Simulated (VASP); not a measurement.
BP, 2 atoms in the cell. The structure is cubic, space group F-43m (No. 216). The conventional cell has a = 4.568 Å, b = 4.568 Å, c = 4.568 Å, α = 90.00°, β = 90.00°, γ = 90.00°. B (site symmetry -43m) has 4 P at 1.98 Å within 2.6 Å. P (site symmetry -43m) has 4 B at 1.98 Å within 2.6 Å. 

| Item | Value |
| --- | --- |
| Program | VASP 6.6.1 |
| Task | relaxation of the atoms |
| Functional | PBE |
| Potentials or basis | VASP PAW PBE potentials, release 64 (B, P) |
| Cutoff | 520 eV |
| k mesh | 16 × 16 × 16 |
| Occupations | fermi-dirac, width 0.02 eV |
| Spin | no spin polarisation |
| Dipole correction | no |
| Further INCAR settings | ALGO = Normal; EDIFF = 1e-06; IBRION = 2; EDIFFG = -0.02; NSW = 80 |

Potentials or basis: VASP PAW PBE potentials, release 64 (B, P).

The run is started by

```bash
$ cat potpaw_PBE.64/B/POTCAR potpaw_PBE.64/P/POTCAR > POTCAR
$ mpirun -np 1 vasp_std > vasp.out
```

Hardware: 1 thread of Intel Xeon 8259CL, with other jobs on the host.

Problem. Estimate the wall time of this run.

Solution. Wall time 18 s on 1 thread of Intel Xeon 8259CL, with other jobs on the host, peak memory 0.15 GiB. Counts: scf iterations 12, k points 145, ion steps 1.
